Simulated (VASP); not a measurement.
# MgO (Pm-3m) in VASP: a series of runs, part 2 of 2

VASP 6.6.1. Earlier steps stand in the parts before.

### Step 3. Single point, r2SCAN (volume scaled by 0.960)

POSCAR

```
MgO
1.0
    2.5883923063      0.0000000000      0.0000000000
    0.0000000000      2.5883923063      0.0000000000
    0.0000000000      0.0000000000      2.5883923063
Mg O
1 1
Direct
    0.0000000000      0.0000000000      0.0000000000
    0.5000000000      0.5000000000      0.5000000000
```

INCAR.step1

```
SYSTEM = MgO
  PREC = Accurate
  ENCUT = 520
  ISMEAR = 0
  SIGMA = 0.05
  LREAL = .FALSE.
  LASPH = .TRUE.
  NELM = 80
  NBANDS = 11
  GGA = PE
  ALGO = Normal
  EDIFF = 1E-4
  LWAVE = .TRUE.
  LCHARG = .FALSE.
```

INCAR.step2

```
SYSTEM = MgO
  PREC = Accurate
  ENCUT = 520
  EDIFF = 1E-6
  ISMEAR = 0
  SIGMA = 0.05
  LREAL = .FALSE.
  LASPH = .TRUE.
  NELM = 80
  ALGO = Normal
  ISIF = 2
  LWAVE = .FALSE.
  LCHARG = .FALSE.
  METAGGA = R2SCAN
  LMIXTAU = .TRUE.
  NBANDS = 11
  ISTART = 1
```

KPOINTS

```
Automatic mesh
0
G
  10 10 10
  0 0 0
```

Potentials or basis: VASP PAW PBE potentials, release 64 (Mg, O).

The run is started by

```sh
$ cat potpaw_PBE.64/Mg/POTCAR potpaw_PBE.64/O/POTCAR > POTCAR
$ cp INCAR.step1 INCAR
$ mpirun -np 1 vasp_std > vasp.out
$ cp INCAR.step2 INCAR
$ mpirun -np 1 vasp_std > vasp.out
```

OUTCAR:

```text
SYSTEM = MgO
   PREC = Accurate
   ENCUT = 520
   EDIFF = 1E-6
   ISMEAR = 0
   LREAL = .FALSE.
   LASPH = .TRUE.
   NELM = 80
   ISIF = 2
   METAGGA = R2SCAN
   ISTART = 1

 ion  position               nearest neighbor table
   1  0.000  0.000  0.000-   2 2.24   2 2.24   2 2.24   2 2.24   2 2.24   2 2.24   2 2.24   2 2.24

   2  0.500  0.500  0.500-   1 2.24   1 2.24   1 2.24   1 2.24   1 2.24   1 2.24   1 2.24   1 2.24

  LATTYP: Found a simple cubic cell.
 ALAT       =     2.5883923063

  Lattice vectors:

 A1 = (   2.5883923063,   0.0000000000,   0.0000000000)
[... 515 lines left out ...]
      7      18.4320      0.00000
      8      25.0635      0.00000
      9      25.5289      0.00000
     10      29.1528      0.00000
     11      29.1930      0.00000

 [... further k-points ...]
[... 5 lines left out ...]
  --------------------------------------------------------------------------------------
  -------------------------------------------------------------------------------------
  Total        0.6104452      0.6104452      0.6104452      0.0000000      0.0000000      0.0000000
  in kB       56.3984226     56.3984226     56.3984226      0.0000000      0.0000000      0.0000000
  external PRESSURE =      56.3984226 kB  Pullay stress =       0.0000000 kB

 VOLUME and BASIS-vectors are now :
 -----------------------------------------------------------------------------
  energy-cutoff  :      520.00
  volume of cell :       17.34
      direct lattice vectors                 reciprocal lattice vectors
     2.588392306  0.000000000  0.000000000     0.386340199  0.000000000  0.000000000
     0.000000000  2.588392306  0.000000000     0.000000000  0.386340199  0.000000000
     0.000000000  0.000000000  2.588392306     0.000000000  0.000000000  0.386340199

 POSITION                                       TOTAL-FORCE (eV/Angst)
 -----------------------------------------------------------------------------------
      0.00000      0.00000      0.00000         0.000000      0.000000      0.000000
      1.29420      1.29420      1.29420         0.000000      0.000000      0.000000
 -----------------------------------------------------------------------------------
    total drift:                                0.000000      0.000000      0.000000

  FREE ENERGIE OF THE ION-ELECTRON SYSTEM (eV)
  ---------------------------------------------------
  free  energy   TOTEN  =       -14.5172644823 eV

  energy  without entropy=      -14.5172644823  energy(sigma->0) =      -14.51726448
```

OUTCAR.step1:

```text
SYSTEM = MgO
   PREC = Accurate
   ENCUT = 520
   ISMEAR = 0
   LREAL = .FALSE.
   LASPH = .TRUE.
[... 559 lines left out ...]
      0.00000      0.00000      0.00000         0.000000      0.000000      0.000000
      1.29420      1.29420      1.29420         0.000000      0.000000      0.000000
 -----------------------------------------------------------------------------------
    total drift:                                0.000000      0.000000      0.000000

  FREE ENERGIE OF THE ION-ELECTRON SYSTEM (eV)
  ---------------------------------------------------
  free  energy   TOTEN  =       -10.3484863063 eV

  energy  without entropy=      -10.3484863063  energy(sigma->0) =      -10.34848631
```

OSZICAR.step1:

```text
N       E                     dE             d eps       ncg     rms          rms(c)
DAV:   1     0.116491461458E+02    0.11649E+02   -0.46884E+03  1464   0.651E+02
DAV:   2    -0.115836267997E+02   -0.23233E+02   -0.22908E+02  1431   0.129E+02
DAV:   3    -0.120023709582E+02   -0.41874E+00   -0.41850E+00  1455   0.147E+01
DAV:   4    -0.120031403117E+02   -0.76935E-03   -0.76934E-03  1338   0.719E-01
DAV:   5    -0.120031424158E+02   -0.21041E-05   -0.21041E-05  1361   0.363E-02    0.708E+00
DAV:   6    -0.104111095944E+02    0.15920E+01   -0.81131E+00  1247   0.159E+01    0.211E+00
DAV:   7    -0.103736499374E+02    0.37460E-01   -0.59490E-02  1334   0.213E+00    0.130E+00
DAV:   8    -0.103487645540E+02    0.24885E-01   -0.32899E-02  1323   0.187E+00    0.216E-01
DAV:   9    -0.103485369291E+02    0.22762E-03   -0.31127E-04  1324   0.130E-01    0.136E-01
DAV:  10    -0.103484863063E+02    0.50623E-04   -0.22875E-04  1033   0.128E-01
   1 F= -.10348486E+02 E0= -.10348486E+02  d E =-.124715E-10
```

It took 24 s on 1 thread of Intel Xeon 6975P-C (Granite Rapids), shared host; peak memory 0.13 GiB.

What came out:

| Property | Result |
| --- | --- |
| Free energy | -14.5173 eV |
| Pressure | 5.6 GPa |
| Band gap on the k mesh | 3.85 eV, indirect (least direct gap 4.96 eV) |

Levels at points of the mesh, in eV from the valence-band top:
```csv
k point,band 2,band 3,band 4,band 5,band 6,band 7
"(0.00, 0.00, 0.00)",-1.11,-1.11,-1.11,3.85,11.55,11.55
"(0.50, 0.00, 0.00)",-6.86,-0.62,-0.62,8.39,11.10,16.05
"(0.50, 0.50, 0.00)",-5.06,-5.06,0.00,6.04,13.93,13.93
"(0.50, 0.50, 0.50)",-3.99,-3.99,-3.99,8.60,8.60,8.60
```

Caveat: the cell differs from its parent crystal (volume scaled by 0.960); the PAW data sets were made with another functional, which shifts forces and pressure a little. A k mesh can miss the band edges.

### Step 4. Single point, r2SCAN

This run uses another cell than the first one, of 9.03 Å³/atom, 1.087 times its volume.

POSCAR

```
MgO
1.0
    2.6238541418      0.0000000000      0.0000000000
    0.0000000000      2.6238541418      0.0000000000
    0.0000000000      0.0000000000      2.6238541418
Mg O
1 1
Direct
    0.0000000000      0.0000000000      0.0000000000
    0.5000000000      0.5000000000      0.5000000000
```

INCAR.step1

```
SYSTEM = MgO
  PREC = Accurate
  ENCUT = 660
  ISMEAR = 0
  SIGMA = 0.05
  LREAL = .FALSE.
  LASPH = .TRUE.
  NELM = 120
  NBANDS = 15
  GGA = PE
  ALGO = Normal
  EDIFF = 1E-5
  LWAVE = .TRUE.
  LCHARG = .FALSE.
  GGA_COMPAT = .FALSE.
```

INCAR.step2

```
SYSTEM = MgO
  PREC = Accurate
  ENCUT = 660
  EDIFF = 1E-6
  ISMEAR = 0
  SIGMA = 0.05
  LREAL = .FALSE.
  LASPH = .TRUE.
  NELM = 120
  ALGO = Normal
  ISIF = 2
  LWAVE = .FALSE.
  LCHARG = .TRUE.
  METAGGA = R2SCAN
  LMIXTAU = .TRUE.
  LELF = .TRUE.
  LVHAR = .TRUE.
  NBANDS = 15
  ISTART = 1
  GGA_COMPAT = .FALSE.
```

KPOINTS

```
Automatic mesh
0
G
  8 8 8
  0 0 0
```

Potentials or basis: VASP PAW PBE potentials, release 64 (Mg_sv, O).

The run is started by

```sh
$ cat potpaw_PBE.64/Mg_sv/POTCAR potpaw_PBE.64/O/POTCAR > POTCAR
$ cp INCAR.step1 INCAR
$ mpirun -np 1 vasp_std > vasp.out
$ cp INCAR.step2 INCAR
$ mpirun -np 1 vasp_std > vasp.out
```

Run time: 43 s. Hardware: 1 thread of AMD EPYC 9R45 (Zen 5), shared host; peak memory 0.12 GiB.

The run converged. Its results:

```yaml
Free_energy: -14.5595 eV
Pressure: -0.2 GPa
Band_gap_on_the_k_mesh: 3.52 eV, indirect (least direct gap 4.58 eV)
```

Levels at points of the mesh, in eV from the valence-band top:
| k point | band 6 | band 7 | band 8 | band 9 | band 10 | band 11 |
| --- | --- | --- | --- | --- | --- | --- |
| (0.00, 0.00, 0.00) | -1.05 | -1.05 | -1.05 | 3.52 | 11.48 | 11.48 |
| (0.50, 0.00, 0.00) | -6.58 | -0.59 | -0.59 | 8.06 | 10.72 | 15.85 |
| (0.50, 0.50, 0.00) | -4.83 | -4.83 | 0.00 | 5.97 | 13.53 | 13.53 |
| (0.50, 0.50, 0.50) | -3.79 | -3.79 | -3.79 | 8.47 | 8.47 | 8.47 |

Caveat: the PAW data sets were made with another functional, which shifts forces and pressure a little.

### Step 5. Summary

```tsv
potentials or basis	cell	k mesh	cutoff (eV)	second run	gap on the mesh (eV)	pressure (GPa)
VASP PAW PBE potentials, release 64 (Mg, O)	a = 2.552 Å, 2 atoms	10 × 10 × 10	520	-	4.31	14.2
VASP PAW PBE potentials, release 64 (Mg, O)	a = 2.588 Å, 2 atoms	10 × 10 × 10	520	-	3.85	5.6
VASP PAW PBE potentials, release 64 (Mg_sv, O)	a = 2.624 Å, 2 atoms	8 × 8 × 8	660	valence_matched	3.52	-0.2
```

Alike in all rows: task single point; level r2SCAN; no spin polarisation; smearing gaussian 0.05 eV.

Caveats: the PAW data sets were made with another functional, which shifts forces and pressure a little.

Absolute energies hang on the potentials; compare differences alone.
